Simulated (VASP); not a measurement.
# Cu in VASP: single point with PBE

Aim: the single point of Cu with PBE.

Program: VASP 6.6.1. These are calculated values, not measurements. Logs are shortened: lines on timing, memory, paths and dates and some standing lists are left out, and cuts for length are marked.

## Step 1: The cell of the first run

The typed cell holds 1 atom: a = 2.485 Å, b = 2.485 Å, c = 2.869 Å, α = 54.73°, β = 54.73°, γ = 70.53°.

## Step 2: Single point, PBE

Contents of INCAR:

```
SYSTEM = Cu
  ALGO = Fast
  EDIFF = 1E-6
  ENCUT = 520
  GGA = PE
  ISIF = 2
  ISMEAR = 0
  LASPH = .True.
  LCHARG = .False.
  LREAL = .False.
  LWAVE = .False.
  NBANDS = 12
  NELM = 100
  PREC = Accurate
  SIGMA = 0.15
```

Contents of KPOINTS:

```
k-points
0
Gamma
  24 24 24
  0 0 0
```

Contents of POSCAR:

```
Cu
1.0
    0.0000000000      2.0289522891      1.4344692684
    2.0289522891      0.0000000000      1.4344692684
    2.0289522891      2.0289522891      0.0000000000
Cu
1
Direct
    0.0000000000      0.0000000000      0.0000000000
```

Potentials or basis: VASP PAW PBE potentials, release 64 (Cu).

Started as:

```
> cat potpaw_PBE.64/Cu/POTCAR > POTCAR
> mpirun -np 1 vasp_std > vasp.out
```

OUTCAR:

```text
SYSTEM = Cu
   EDIFF = 1E-6
   ENCUT = 520
   GGA = PE
   ISIF = 2
   ISMEAR = 0
   LASPH = .True.
   LREAL = .False.
   NELM = 100
   PREC = Accurate

 ion  position               nearest neighbor table
   1  0.000  0.000  0.000-

  LATTYP: Found a body centered tetragonal cell.
 ALAT       =     2.8693718447
 C/A-ratio  =     0.9998489886

  Lattice vectors:

 A1 = (   0.0000000000,  -2.0289522891,  -1.4344692684)
 A2 = (   0.0000000000,   2.0289522891,  -1.4344692684)
 A3 = (   2.0289522891,   0.0000000000,   1.4344692684)

Analysis of symmetry for initial positions (statically):
=====================================================================
 Subroutine PRICEL returns:
 Original cell was already a primitive cell.

 Routine SETGRP: Setting up the symmetry group for a
 body centered tetragonal supercell.

 Subroutine GETGRP returns: Found 16 space group operations
 (whereof 16 operations were pure point group operations)
 out of a pool of 16 trial point group operations.

The static configuration has the point symmetry D_4h.

Analysis of symmetry for dynamics (positions and initial velocities):
=====================================================================
 Subroutine PRICEL returns:
 Original cell was already a primitive cell.

 Routine SETGRP: Setting up the symmetry group for a
 body centered tetragonal supercell.

 Subroutine GETGRP returns: Found 16 space group operations
 (whereof 16 operations were pure point group operations)
 out of a pool of 16 trial point group operations.

The dynamic configuration has the point symmetry D_4h.

 Subroutine INISYM returns: Found 16 space group operations
 (whereof 16 operations are pure point group operations),
 and found     1 'primitive' translations

----------------------------------------------------------------------------------------

                                     Primitive cell

  volume of cell :      11.8104

  direct lattice vectors                    reciprocal lattice vectors
     0.000000000  2.028952289  1.434469268    -0.246432606  0.246432606  0.348560970
     2.028952289  0.000000000  1.434469268     0.246432606 -0.246432606  0.348560970
     2.028952289  2.028952289  0.000000000     0.246432606  0.246432606 -0.348560970

  length of vectors
     2.484823831  2.484823831  2.869371845     0.492902433  0.492902433  0.492902433

  position of ions in fractional coordinates (direct lattice)
     0.000000000  0.000000000  0.000000000

  ion indices of the primitive-cell ions
   primitive index   ion index
                 1           1

----------------------------------------------------------------------------------------

 KPOINTS: k-points

Automatic generation of k-mesh.
 Grid dimensions read from file:
 generate k-points for:   24   24   24

 Generating k-lattice:

  Cartesian coordinates                     Fractional coordinates (reciprocal lattice)
    -0.010268025  0.010268025  0.014523374     0.041666667 -0.000000000  0.000000000
     0.010268025 -0.010268025  0.014523374    -0.000000000  0.041666667  0.000000000
     0.010268025  0.010268025 -0.014523374     0.000000000  0.000000000  0.041666667

  Length of vectors
     0.020537601  0.020537601  0.020537601

  Shift w.r.t. Gamma in fractional coordinates (k-lattice)
     0.000000000  0.000000000  0.000000000

 Subroutine IBZKPT returns following result:
 ===========================================

 Found   1063 irreducible k-points:

 Following reciprocal coordinates:
            Coordinates               Weight
  0.000000  0.000000  0.000000      1.000000
  0.041667 -0.000000  0.000000      8.000000
  0.083333  0.000000  0.000000      8.000000
  0.125000  0.000000  0.000000      8.000000
  0.166667  0.000000  0.000000      8.000000
  0.208333  0.000000  0.000000      8.000000
[... 16 lines left out ...]
  0.416667  0.041667  0.000000      8.000000
  0.458333  0.041667  0.000000      8.000000
 [... further k-points ...]
   k-points           NKPTS =   1063   k-points in BZ     NKDIM =   1063   number of bands    NBANDS=     12
   number of dos      NEDOS =    301   number of ions     NIONS =      1
   total plane-waves  NPLWV =   7776
   dimension x,y,z NGX =    18 NGY =   18 NGZ =   24
   dimension x,y,z NGXF=    36 NGYF=   36 NGZF=   48
   ions per type =               1
   NGX,Y,Z   is equivalent  to a cutoff of  12.04, 12.04, 13.91 a.u.
   NGXF,Y,Z  is equivalent  to a cutoff of  24.09, 24.09, 27.81 a.u.
 SYSTEM =  Cu
   PREC   = accura    normal or accurate (medium, high low for compatibility)
   ISTART =      0    job   : 0-new  1-cont  2-samecut
   ICHARG =      2    charge: 1-file 2-atom 10-const
   ISPIN  =      1    spin polarized calculation?
   LNONCOLLINEAR =      F non collinear calculations
   LSORBIT =      F    spin-orbit coupling
   LASPH  =      T    aspherical Exc in radial PAW
   ENCUT  =  520.0 eV  38.22 Ry    6.18 a.u.   4.62  4.62  5.34*2*pi/ulx,y,z
   NELM   =    100;   NELMIN=  2; NELMDL= -5     # of ELM steps
   EDIFF  = 0.1E-05   stopping-criterion for ELM
   LREAL  =      F    real-space projection
   EDIFFG = 0.1E-04   stopping-criterion for IOM
   NSW    =      0    number of steps for IOM
   IBRION =     -1    ionic relax: 0-MD 1-quasi-New 2-CG
   NFREE  =      0    steps in history (QN), initial steepest desc. (CG)
   ISIF   =      2    stress and relaxation
   ISYM   =      2    0-nonsym 1-usesym 2-fastsym
   POTIM  = 0.5000    time-step for ionic-motion
   TEBEG  =    0.0;   TEEND  =   0.0 temperature during run
   PSTRESS=    0.0 pullay stress
   NELECT =      11.0000    total number of electrons
   NUPDOWN=      -1.0000    fix difference up-down
   EMIN   =  10.00;   EMAX   =-10.00  energy-range for DOS
   EFERMI =   0.00;   METHOD = LEGACY
   ISMEAR =     0;   SIGMA  =   0.15  broadening in eV -4-tet -1-fermi 0-gaus
   EFERMI_NEDOS =   21; number of points for ismear=-14 and -15
   IALGO  =     68    algorithm
   IMIX   =      4    mixing-type and parameters
     AMIX     =   0.40;   BMIX     =  1.00
     AMIX_MAG =   1.60;   BMIX_MAG =  1.00
  volume/ion in A,a.u.               =      11.81        79.70
  Fermi-wavevector in a.u.,A,eV,Ry     =   1.598763  3.021224 34.777078  2.556043
  Thomas-Fermi vector in A             =   2.696162
   LORBIT       =      0    0 simple, 1 ext, 2 COOP (PROOUT), +10 PAW based schemes
   GGA     = PE    functional components
   LHFCALC =     F    Hartree Fock is set to
   AEXX    =    0.0000 exact exchange contribution
   IVDW    =     0    specifies the selected vdW correction
   LEPSILON=     F    determine dielectric tensor
   LRPA    =     F    only Hartree local field effects (RPA)
 non-spin polarized calculation
 RMM-DIIS sequential band-by-band and
 Gauss-broadening in eV      SIGMA  =   0.15
  energy-cutoff  :      520.00
  volume of cell :       11.81
 maximum number of plane-waves:       331
   NGX =  9   NGY =  9   NGZ = 11

 number of electron      10.9999991 magnetization

 Free energy of the ion-electron system (eV)
  ---------------------------------------------------
  ext. energy  EPLUGINS =         0.00000000
  ---------------------------------------------------
  free energy    TOTEN  =        -3.69105568 eV

  energy without entropy =       -3.68633663  energy(sigma->0) =       -3.68869616

 E-fermi :   7.5860     XC(G=0): -12.7277

 val. band max:        7.5813045012   @ k =   0.5000   0.1250   0.2500
 cond. band min:       7.5866772410   @ k =   0.5000   0.0417   0.3750
 fundamental gap:      0.0053727398
 Fermi energy:         7.5860015075

 k-point     1 :       0.0000    0.0000    0.0000
  band No.  band energies     occupation
      1      -1.7599      2.00000
      2       4.4787      2.00000
      3       4.4792      2.00000
      4       4.4792      2.00000
      5       5.4896      2.00000
      6       5.4902      2.00000
      7      32.6465      0.00000
      8      32.6465      0.00000
      9      32.6498      0.00000
     10      36.0329      0.00000
     11      36.0621      0.00000
     12      36.5529      0.00000

 k-point     2 :       0.0417   -0.0000    0.0000
  band No.  band energies     occupation
      1      -1.6929      2.00000
      2       4.4664      2.00000
      3       4.4789      2.00000
      4       4.5047      2.00000
      5       5.4774      2.00000
      6       5.4907      2.00000
      7      31.8444      0.00000
      8      32.4647      0.00000
      9      32.4697      0.00000
     10      35.0232      0.00000
     11      35.0326      0.00000
     12      35.1804      0.00000

 k-point     3 :       0.0833    0.0000    0.0000
  band No.  band energies     occupation
      1      -1.4929      2.00000
      2       4.4296      2.00000
      3       4.4762      2.00000
      4       4.5808      2.00000
      5       5.4434      2.00000
      6       5.4936      2.00000
      7      29.9830      0.00000
      8      31.8331      0.00000
      9      32.0255      0.00000
     10      33.6056      0.00000
     11      34.1959      0.00000
     12      34.7351      0.00000
[... 286 lines left out ...]
 k-point    23 :       0.4167    0.0417    0.0000
  band No.  band energies     occupation
      1       2.4711      2.00000
      2       3.8448      2.00000
      3       5.2339      2.00000
      4       5.4525      2.00000
      5       6.0811      2.00000
      6       6.2484      2.00000
      7      13.7127      0.00000
      8      25.0261      0.00000
      9      25.2420      0.00000
     10      29.6621      0.00000
     11      32.1477      0.00000
     12      39.0793      0.00000

 k-point    24 :       0.4583    0.0417    0.0000
  band No.  band energies     occupation
      1       2.5694      2.00000
      2       3.8111      2.00000
      3       5.3554      2.00000
      4       5.4496      2.00000
      5       6.1820      2.00000
      6       6.9065      2.00000
      7      12.4672      0.00000
      8      24.7366      0.00000
      9      25.0130      0.00000
     10      29.5485      0.00000
     11      32.1277      0.00000
     12      39.7471      0.00000

 [... further k-points ...]
[... 5 lines left out ...]
  --------------------------------------------------------------------------------------
  -------------------------------------------------------------------------------------
  Total        0.2346996      0.2346996      0.2347841      0.0000000      0.0000000     -0.0000000
  in kB       31.8388932     31.8388932     31.8503622      0.0000000      0.0000000     -0.0000000
  external PRESSURE =      31.8427162 kB  Pullay stress =       0.0000000 kB

 VOLUME and BASIS-vectors are now :
 -----------------------------------------------------------------------------
  energy-cutoff  :      520.00
  volume of cell :       11.81
      direct lattice vectors                 reciprocal lattice vectors
     0.000000000  2.028952289  1.434469268    -0.246432606  0.246432606  0.348560970
     2.028952289  0.000000000  1.434469268     0.246432606 -0.246432606  0.348560970
     2.028952289  2.028952289  0.000000000     0.246432606  0.246432606 -0.348560970

 POSITION                                       TOTAL-FORCE (eV/Angst)
 -----------------------------------------------------------------------------------
      0.00000      0.00000      0.00000         0.000000      0.000000      0.000000
 -----------------------------------------------------------------------------------
    total drift:                                0.000000     -0.000000      0.000000

  FREE ENERGIE OF THE ION-ELECTRON SYSTEM (eV)
  ---------------------------------------------------
  free  energy   TOTEN  =        -3.6910556777 eV

  energy  without entropy=       -3.6863366346  energy(sigma->0) =       -3.68869616
```

Wall time 98 s (1 thread of Intel Xeon Platinum 8375C at 2.90GHz (Ice Lake), shared host); peak memory 0.25 GiB.

Results:

- Free energy: -3.6911 eV
- Pressure: 3.2 GPa

Levels at points of the mesh, in eV from the Fermi level:
| k point | band 3 | band 4 | band 5 | band 6 | band 7 | band 8 | band 9 | band 10 |
| --- | --- | --- | --- | --- | --- | --- | --- | --- |
| (0.00, 0.00, 0.00) | -3.11 | -3.11 | -2.10 | -2.10 | 25.06 | 25.06 | 25.06 | 28.45 |
| (0.50, 0.00, 0.00) | -2.14 | -1.99 | -1.37 | -0.59 | 4.35 | 17.50 | 17.55 | 21.35 |
| (0.50, 0.50, 0.00) | -1.54 | -1.54 | -1.54 | 8.20 | 8.20 | 8.20 | 13.59 | 13.59 |
| (0.50, 0.00, 0.50) | -2.14 | -1.99 | -1.37 | -0.59 | 4.34 | 17.50 | 17.55 | 21.36 |
